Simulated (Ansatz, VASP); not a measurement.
Si2C in VASP and in Ansatz

```xyz
3
Lattice="2.9670 0.0000 0.0000 -1.4835 2.5695 0.0000 0.0000 0.0000 4.2446" Properties=species:S:1:pos:R:3 pbc="T T T"
Si    1.4835    0.8565    3.2905
Si    0.0000    1.7130    0.9540
C     0.0000    0.0000    2.1223
```

Alike in both runs: task single point; functional PBE; k mesh 6 × 6 × 4; occupations gaussian, width 0.1 eV; collinear spin.

|  | VASP | Ansatz |
| --- | --- | --- |
| version | VASP 6.6.1 | Ansatz 0.2.0 |
| potentials or method | VASP PAW PBE potentials, release 64 (Si, C), cutoff 520 eV | scalar-relativistic, plane waves, PAW |
| valence electrons in the cell | 12 | 12 |

```tsv
	VASP	Ansatz	Ansatz less VASP
gap on the k mesh at the Fermi level (eV)	none	none	-
pressure (GPa)	0.1	0.1	-0.05
traceless stress, the component that is largest in VASP (GPa)	-0.06	0.02	+0.080
rms of the force components (eV/Å)	0.016	0.017	+0.0013
net moment per atom (μB)	0.00	0.00	0.000
```

Atom by atom the forces differ by 0.001 eV/Å (rms over components). A gap of «none» marks a metal or a gap that the smearing closes. Ansatz's warnings: seeded moment not kept.

The k mesh is coarse, so the values compare programs but aren't converged.
